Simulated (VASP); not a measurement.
# Ni (Im-3m) in VASP: a series of runs

Ni is run at these levels: PBE; tasks: relaxation of cell and atoms.

All numbers are computed with VASP 6.6.1; they aren't measurements. Logs are shortened: lines on timing, memory, paths and dates and some standing lists are left out, and cuts for length are marked.

## (1) The cell of the first run

Symmetry: Im-3m, No. 229, cubic system. The conventional cell has a = 2.456 Å, b = 2.456 Å, c = 2.456 Å, α = 90.00°, β = 90.00°, γ = 90.00°. Ni (site symmetry m-3m) has 14 Ni at 2.13 to 2.46 Å within 2.8 Å.

## (2) Relaxation of cell and atoms, PBE, collinear spin, ferromagnetic start, target pressure 190 GPa, at which the enthalpy is minimised

INCAR reads:

```
SYSTEM = Ni
PREC = Accurate
ENCUT = 600
EDIFF = 1E-6
ISMEAR = -1
SIGMA = 0.08
LREAL = .FALSE.
LASPH = .TRUE.
NELM = 150
ALGO = Normal
ISIF = 3
LWAVE = .FALSE.
LCHARG = .FALSE.
ISPIN = 2
MAGMOM = 1
LORBIT = 11
LMAXMIX = 4
GGA = PE
IBRION = 2
NSW = 60
EDIFFG = -0.005
PSTRESS = 1900.0
```

KPOINTS reads:

```
Automatic mesh
0
G
  22 22 22
  0 0 0
```

POSCAR reads:

```
Ni
1.0
   -1.2278854392      1.2278854392      1.2278854392
    1.2278854392     -1.2278854392      1.2278854392
    1.2278854392      1.2278854392     -1.2278854392
Ni
1
Direct
    0.0000000000      0.0000000000      0.0000000000
```

Potentials or basis: VASP PAW PBE potentials, release 64 (Ni).

The run is started by

```sh
cat potpaw_PBE.64/Ni/POTCAR > POTCAR
mpirun -np 1 vasp_std > vasp.out
```

OUTCAR:

```text
SYSTEM = Ni
   PREC = Accurate
   ENCUT = 600
   EDIFF = 1E-6
   ISMEAR = -1
   LREAL = .FALSE.
   LASPH = .TRUE.
   NELM = 150
   ISIF = 3
   ISPIN = 2
   LORBIT = 11
   GGA = PE
   IBRION = 2
   NSW = 60
   EDIFFG = -0.005
   PSTRESS = 1900.0

 ion  position               nearest neighbor table
   1  0.000  0.000  0.000-

  LATTYP: Found a body centered cubic cell.
 ALAT       =     2.4557708784

  Lattice vectors:

 A1 = (  -1.2278854392,   1.2278854392,   1.2278854392)
 A2 = (   1.2278854392,  -1.2278854392,   1.2278854392)
 A3 = (   1.2278854392,   1.2278854392,  -1.2278854392)

Analysis of symmetry for initial positions (statically):
=====================================================================
 Subroutine PRICEL returns:
 Original cell was already a primitive cell.

 Routine SETGRP: Setting up the symmetry group for a
 body centered cubic supercell.

 Subroutine GETGRP returns: Found 48 space group operations
 (whereof 48 operations were pure point group operations)
 out of a pool of 48 trial point group operations.

The static configuration has the point symmetry O_h .

Analysis of symmetry for dynamics (positions and initial velocities):
=====================================================================
 Subroutine PRICEL returns:
 Original cell was already a primitive cell.

 Routine SETGRP: Setting up the symmetry group for a
 body centered cubic supercell.

 Subroutine GETGRP returns: Found 48 space group operations
 (whereof 48 operations were pure point group operations)
 out of a pool of 48 trial point group operations.

The dynamic configuration has the point symmetry O_h .

Analysis of structural, dynamic, and magnetic symmetry:
=====================================================================
 Subroutine PRICEL returns:
 Original cell was already a primitive cell.

 Routine SETGRP: Setting up the symmetry group for a
 body centered cubic supercell.

 Subroutine GETGRP returns: Found 48 space group operations
 (whereof 48 operations were pure point group operations)
 out of a pool of 48 trial point group operations.

The overall configuration has the point symmetry O_h .

 Subroutine INISYM returns: Found 48 space group operations
 (whereof 48 operations are pure point group operations),
 and found     1 'primitive' translations

----------------------------------------------------------------------------------------

                                     Primitive cell

  volume of cell :       7.4051

[... 100 lines left out ...]
   EFERMI =   0.00;   METHOD = LEGACY
   ISMEAR =    -1;   SIGMA  =   0.08  broadening in eV -4-tet -1-fermi 0-gaus
   EFERMI_NEDOS =   21; number of points for ismear=-14 and -15
   IALGO  =     38    algorithm
   IMIX   =      4    mixing-type and parameters
     AMIX     =   0.40;   BMIX     =  1.00
     AMIX_MAG =   1.60;   BMIX_MAG =  1.00
  volume/ion in A,a.u.               =       7.41        49.97
  Fermi-wavevector in a.u.,A,eV,Ry     =   1.809521  3.419499 44.550462  3.274367
  Thomas-Fermi vector in A             =   2.868374
   LORBIT       =     11    0 simple, 1 ext, 2 COOP (PROOUT), +10 PAW based schemes
   GGA     = PE    functional components
   LHFCALC =     F    Hartree Fock is set to
   AEXX    =    0.0000 exact exchange contribution
   IVDW    =     0    specifies the selected vdW correction
   LEPSILON=     F    determine dielectric tensor
   LRPA    =     F    only Hartree local field effects (RPA)
 conjugate gradient relaxation of ions
 spin polarized calculation
  energy-cutoff  :      600.00
  volume of cell :        7.41
 maximum number of plane-waves:       256
 NGX is ok and might be reduce to    18
   NGX =  9   NGY =  9   NGZ =  9

--------------------------------------- Ionic step        1  -------------------------------------------

 number of electron      10.0000008 magnetization       0.0012470

 Free energy of the ion-electron system (eV)
  ---------------------------------------------------
  ext. energy  EPLUGINS =         0.00000000
  ---------------------------------------------------
  free energy    TOTEN  =        -3.93244842 eV

  energy without entropy =       -3.90723018  energy(sigma->0) =       -3.91983930

------------------------ aborting loop because EDIFF is reached ----------------------------------------

  FORCE on cell =-STRESS in cart. coord.  units (eV):
  Direction    XX          YY          ZZ          XY          YZ          ZX
  --------------------------------------------------------------------------------------
  -------------------------------------------------------------------------------------
  Total        8.9064214      8.9064214      8.9064214      0.0000000      0.0000000     -0.0000000
  in kB     1926.9936363   1926.9936363   1926.9936363      0.0000000      0.0000000     -0.0000000
  external PRESSURE =      26.9936363 kB  Pullay stress =    1900.0000000 kB
[... 65 lines left out ...]
 number of electron      10.0000009 magnetization       0.0000004

 number of electron      10.0000009 magnetization      -0.0000004

 Free energy of the ion-electron system (eV)
  ---------------------------------------------------
  ext. energy  EPLUGINS =         0.00000000
  ---------------------------------------------------
  free energy    TOTEN  =        -3.95729591 eV

  energy without entropy =       -3.93197605  energy(sigma->0) =       -3.94463598

 E-fermi :  15.8851     XC(G=0): -15.6687

 val. band max:       15.8824010591   @ k =  -0.3636   0.4545   0.1818
 cond. band min:      15.8935688394   @ k =  -0.4091   0.4091   0.3182
 fundamental gap:      0.0111677803
 Fermi energy:        15.8851203887

 spin component 1

 k-point     1 :       0.0000    0.0000    0.0000
  band No.  band energies     occupation
      1       4.0755      1.00000
      2      12.5988      1.00000
      3      12.5988      1.00000
      4      12.5988      1.00000
      5      14.8627      1.00000
      6      14.8627      1.00000
      7      46.2097      0.00000
      8      46.2097      0.00000
      9      46.2097      0.00000
     10      54.4793      0.00000
[... 287 lines left out ...]
 k-point    24 :       0.1364    0.0909    0.0000
  band No.  band energies     occupation
      1       6.1124      1.00000
      2      12.0801      1.00000
      3      12.2386      1.00000
      4      13.8956      1.00000
      5      14.4006      1.00000
      6      14.9985      0.99998
      7      39.8923      0.00000
      8      42.0686      0.00000
      9      47.1270      0.00000
     10      48.8428      0.00000

 [... further k-points ...]

 spin component 2

 k-point     1 :       0.0000    0.0000    0.0000
  band No.  band energies     occupation
      1       4.0755      1.00000
      2      12.5988      1.00000
      3      12.5988      1.00000
      4      12.5988      1.00000
      5      14.8627      1.00000
      6      14.8627      1.00000
      7      46.2097      0.00000
      8      46.2097      0.00000
      9      46.2097      0.00000
     10      54.4793      0.00000
[... 331 lines left out ...]
  energy  without entropy=       -3.9319760508  energy(sigma->0) =       -3.94463598

  enthalpy is  TOTEN    =         4.8490415847 eV   P V=        8.8063374994

 reached required accuracy - stopping structural energy minimisation

 total charge

# of ion       s       p       d       tot
------------------------------------------
    1        0.700   0.943   8.670  10.313

 magnetization (x)

# of ion       s       p       d       tot
------------------------------------------
    1       -0.000  -0.000   0.000   0.000
```

CONTCAR:

```text
Ni
   1.00000000000000
    -1.2290345882481497    1.2290345882481497    1.2290345882481497
     1.2290345882481497   -1.2290345882481497    1.2290345882481497
     1.2290345882481497    1.2290345882481497   -1.2290345882481497
  Ni
     1
Direct
     0.0000000000000000    0.0000000000000000    0.0000000000000000

  0.00000000E+00  0.00000000E+00  0.00000000E+00
```

Wall time 75 s (1 thread of Intel Xeon 6975P-C, shared host); peak memory 0.18 GiB.

Results:

| Property | Result |
| --- | --- |
| Free energy | -3.9573 eV |
| Relaxed volume | 7.43 Å³/atom |
| Relaxed cell | a = 2.129 Å, b = 2.129 Å, c = 2.129 Å, α = 109.47°, β = 109.47°, γ = 109.47° |
| Space group after relaxing (to 0.05 Å) | Im-3m (No. 229) |
| Energy change on relaxing (the enthalpy is what falls) | -24.8 meV/atom |
| Ionic steps | 3 |
| Pressure after relaxing | 190.0 GPa |
| Band gap on the k mesh | zero (filled and empty bands overlap) |
| Net moment | 0.00 μB per cell |

The path:
```tsv
step	energy change (eV)	largest force (eV/Å)	pressure (GPa)	volume (Å³)
1	0.0000	0.0000	192.70	7.41
2	-0.1546	0.0000	175.96	7.54
3	-0.0248	0.0000	189.99	7.43
```

Final structure:
```
Ni
1.0
    -1.22903    1.22903    1.22903
     1.22903   -1.22903    1.22903
     1.22903    1.22903   -1.22903
Ni
1
Direct
  0.00000 0.00000 0.00000
```

Caveat: the cell is relaxed towards a set pressure, so the enthalpy falls and the energy may rise.

## (3) Relaxation of cell and atoms, PBE, collinear spin, ferromagnetic start, target pressure 190 GPa, at which the enthalpy is minimised

This run uses another cell than the first one, of 7.44 Å³/atom, 1.004 times its volume.

INCAR reads:

```
ALGO = Normal
EDIFF = 1E-6
EDIFFG = -0.005
ENCUT = 600
GGA = PE
IBRION = 2
ISIF = 3
ISMEAR = -1
ISPIN = 2
LASPH = True
LCHARG = False
LMAXMIX = 4
LORBIT = 11
LREAL = False
LWAVE = False
MAGMOM = 1
NELM = 150
NSW = 32
PREC = Accurate
PSTRESS = 1900.0
SIGMA = 0.08
```

KPOINTS reads:

```
k-points
0
Gamma
  22 22 22
```

POSCAR reads:

```
Ni
1.0
   -1.2295551391      1.2295551391      1.2295551391
    1.2295551391     -1.2295551391      1.2295551391
    1.2295551391      1.2295551391     -1.2295551391
Ni
1
Direct
    0.0000000000      0.0000000000      0.0000000000
```

Potentials or basis: VASP PAW PBE potentials, release 64 (Ni).

The run is started by

```sh
cat potpaw_PBE.64/Ni/POTCAR > POTCAR
mpirun -np 1 vasp_std > vasp.out
```

OUTCAR:

```text
EDIFF = 1E-6
   EDIFFG = -0.005
   ENCUT = 600
   GGA = PE
   IBRION = 2
   ISIF = 3
   ISMEAR = -1
   ISPIN = 2
   LASPH = True
   LORBIT = 11
   LREAL = False
   NELM = 150
   NSW = 32
   PREC = Accurate
   PSTRESS = 1900.0

 ion  position               nearest neighbor table
   1  0.000  0.000  0.000-

  LATTYP: Found a body centered cubic cell.
 ALAT       =     2.4591102782

  Lattice vectors:

 A1 = (  -1.2295551391,   1.2295551391,   1.2295551391)
 A2 = (   1.2295551391,  -1.2295551391,   1.2295551391)
 A3 = (   1.2295551391,   1.2295551391,  -1.2295551391)

Analysis of symmetry for initial positions (statically):
=====================================================================
 Subroutine PRICEL returns:
 Original cell was already a primitive cell.

 Routine SETGRP: Setting up the symmetry group for a
 body centered cubic supercell.

 Subroutine GETGRP returns: Found 48 space group operations
 (whereof 48 operations were pure point group operations)
 out of a pool of 48 trial point group operations.

The static configuration has the point symmetry O_h .

Analysis of symmetry for dynamics (positions and initial velocities):
=====================================================================
 Subroutine PRICEL returns:
 Original cell was already a primitive cell.

 Routine SETGRP: Setting up the symmetry group for a
[... 176 lines left out ...]
  in kB     1888.2238567   1888.2238567   1888.2238567      0.0000000     -0.0000000      0.0000000
  external PRESSURE =     -11.7761433 kB  Pullay stress =    1900.0000000 kB
[... 63 lines left out ...]
 number of electron      10.0000009 magnetization       0.0001146

 number of electron      10.0000009 magnetization      -0.0000038

 Free energy of the ion-electron system (eV)
  ---------------------------------------------------
  ext. energy  EPLUGINS =         0.00000000
  ---------------------------------------------------
  free energy    TOTEN  =        -3.95754004 eV

  energy without entropy =       -3.93221919  energy(sigma->0) =       -3.94487961

 E-fermi :  15.8846     XC(G=0): -15.6686

 val. band max:       15.8818710251   @ k =  -0.3636   0.4545   0.1818
 cond. band min:      15.8930446517   @ k =  -0.4091   0.4091   0.3182
 fundamental gap:      0.0111736266
 Fermi energy:        15.8845924391

 spin component 1

 k-point     1 :       0.0000    0.0000    0.0000
  band No.  band energies     occupation
      1       4.0751      1.00000
      2      12.5984      1.00000
      3      12.5984      1.00000
      4      12.5984      1.00000
      5      14.8623      1.00000
      6      14.8623      1.00000
      7      46.2089      0.00000
      8      46.2089      0.00000
      9      46.2089      0.00000
     10      54.4782      0.00000
[... 287 lines left out ...]
 k-point    24 :       0.1364    0.0909    0.0000
  band No.  band energies     occupation
      1       6.1120      1.00000
      2      12.0797      1.00000
      3      12.2382      1.00000
      4      13.8951      1.00000
      5      14.4001      1.00000
      6      14.9980      0.99998
      7      39.8915      0.00000
      8      42.0678      0.00000
      9      47.1262      0.00000
     10      48.8415      0.00000

 [... further k-points ...]

 spin component 2

 k-point     1 :       0.0000    0.0000    0.0000
  band No.  band energies     occupation
      1       4.0751      1.00000
      2      12.5984      1.00000
      3      12.5984      1.00000
      4      12.5984      1.00000
      5      14.8623      1.00000
      6      14.8623      1.00000
      7      46.2089      0.00000
      8      46.2089      0.00000
      9      46.2089      0.00000
     10      54.4782      0.00000
[... 331 lines left out ...]
  energy  without entropy=       -3.9322191901  energy(sigma->0) =       -3.94487961

  enthalpy is  TOTEN    =         4.8490115353 eV   P V=        8.8065515720

 reached required accuracy - stopping structural energy minimisation

 total charge

# of ion       s       p       d       tot
------------------------------------------
    1        0.700   0.943   8.669  10.313

 magnetization (x)

# of ion       s       p       d       tot
------------------------------------------
    1        0.000  -0.000   0.000   0.000
```

OSZICAR:

```text
N       E                     dE             d eps       ncg     rms          rms(c)
DAV:   1     0.291600143842E+02    0.29160E+02   -0.52674E+03 13500   0.158E+03
DAV:   2    -0.398068806362E+01   -0.33141E+02   -0.31527E+02 13374   0.190E+02
[... 19 lines left out ...]
DAV:   1    -0.396317527292E+01   -0.65177E-01   -0.92738E-02 13844   0.552E+00    0.722E-01
DAV:   2    -0.395821483113E+01    0.49604E-02   -0.42547E-02 14284   0.333E+00    0.148E-01
DAV:   3    -0.395768431782E+01    0.53051E-03   -0.20822E-03 14224   0.826E-01    0.108E-01
DAV:   4    -0.395753590295E+01    0.14841E-03   -0.20401E-04 15880   0.133E-01    0.153E-02
DAV:   5    -0.395753855687E+01   -0.26539E-05   -0.15691E-06 12296   0.142E-02    0.679E-03
DAV:   6    -0.395754001071E+01   -0.14538E-05   -0.34340E-07  6776   0.111E-02    0.205E-03
DAV:   7    -0.395754003669E+01   -0.25981E-07   -0.23812E-08  6654   0.214E-03
   3 F= 0.48490115E+01 E0= 0.48616720E+01  d E =-.381259E-04  mag=     0.0000
```

Run time: 78 s. Hardware: 1 thread of Intel Xeon 6975P-C, shared host; peak memory 0.17 GiB.

What came out:

```
Free energy                                            : -3.9575 eV
Relaxed volume                                         : 7.43 Å³/atom
Relaxed cell                                           : a = 2.129 Å, b = 2.129 Å, c = 2.129 Å, α = 109.47°, β = 109.47°, γ = 109.47°
Space group after relaxing (to 0.05 Å)                 : Im-3m (No. 229)
Energy change on relaxing (the enthalpy is what falls) : +10.9 meV/atom
Ionic steps                                            : 3
Pressure after relaxing                                : 190.0 GPa
Band gap on the k mesh                                 : zero (filled and empty bands overlap)
Net moment                                             : 0.00 μB per cell
```

The path:
| step | energy change (eV) | largest force (eV/Å) | pressure (GPa) | volume (Å³) |
| --- | --- | --- | --- | --- |
| 1 | 0.0000 | 0.0000 | 188.82 | 7.44 |
| 2 | 0.0705 | 0.0000 | 196.21 | 7.38 |
| 3 | 0.0109 | 0.0000 | 189.99 | 7.43 |

Final structure:
```xyz
1
Lattice="-1.2290 1.2290 1.2290 1.2290 -1.2290 1.2290 1.2290 1.2290 -1.2290" Properties=species:S:1:pos:R:3 pbc="T T T"
Ni    0.0000    0.0000    0.0000
```

Caveat: the cell is relaxed towards a set pressure, so the enthalpy falls and the energy may rise.
